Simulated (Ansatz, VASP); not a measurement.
# One calculation of B, two programs

```xyz
1
Lattice="14.0000 0.0000 0.0000 0.0000 14.4000 0.0000 0.0000 0.0000 14.8000" Properties=species:S:1:pos:R:3 pbc="T T T"
B     7.0000    7.2000    7.4000
```

Alike in both runs: task single point; functional BLYP; k mesh 1 × 1 × 1; occupations fermi-dirac, width 0.01 eV; collinear spin.

|  | VASP | Ansatz |
| --- | --- | --- |
| version | VASP 6.6.1 | Ansatz 0.2.0 |
| potentials or method | VASP PAW PBE potentials, release 64 (B), cutoff 520 eV | plane waves (420 eV) with PAW, scalar-relativistic |
| valence electrons in the cell | 3 | 3 |

VASP gave:

- gap on the k mesh at the Fermi level (eV): 4.73
- net moment per atom (μB): 1.00
- size of the moment on the site where the two differ most (μB): 0.43

Task: Estimate Ansatz's values.

Result: gap on the k mesh at the Fermi level (eV): 0.61; net moment per atom (μB): 1.00; size of the moment on the site where the two differ most (μB): 1.00.

VASP's potentials were made for PBE, not for BLYP. Site moments also hang on the region over which each program counts them. Ansatz's warnings: xc potential rough in thin density.
